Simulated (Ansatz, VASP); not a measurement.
**One calculation of Sn3H, two programs**

```
Sn H
1.0
     6.38397    0.00000    0.00000
    -3.19198    5.52868    0.00000
     0.00000    0.00000    5.15013
Sn H
6 2
Cartesian
  0.0000 1.8890 1.2875
  -1.5561 4.5842 1.2875
  1.5561 4.5842 1.2875
  3.1920 3.6397 3.8626
  4.7481 0.9445 3.8626
  1.6359 0.9445 3.8626
  0.0000 3.6858 3.8626
  3.1920 1.8429 1.2875
```

Change from the starting cell: species swapped into the LiAg3 type (P6_3/mmc, No. 194).

Alike in both runs: functional PBE; k mesh 6 × 6 × 8; occupations gaussian, width 0.1 eV; no spin polarisation.

Ansatz relaxed the structure, and its values are those at the end. VASP's run is a single point on that final structure, the one shown.

|  | VASP | Ansatz |
| --- | --- | --- |
| version | VASP 6.6.1 | Ansatz 0.2.0 |
| potentials or method | VASP PAW PBE potentials, release 64 (Sn_d, H), cutoff 520 eV | scalar-relativistic, plane waves, PAW |
| valence electrons in the cell | 86 | 86 |

```csv
,VASP,Ansatz,Ansatz less VASP
gap on the k mesh at the Fermi level (eV),none,none,-
pressure (GPa),-0.1,0.0,+0.07
```

A gap of «none» marks a metal or a gap that the smearing closes. The functional is the same, so the differences come from potentials, cutoffs and numerics.
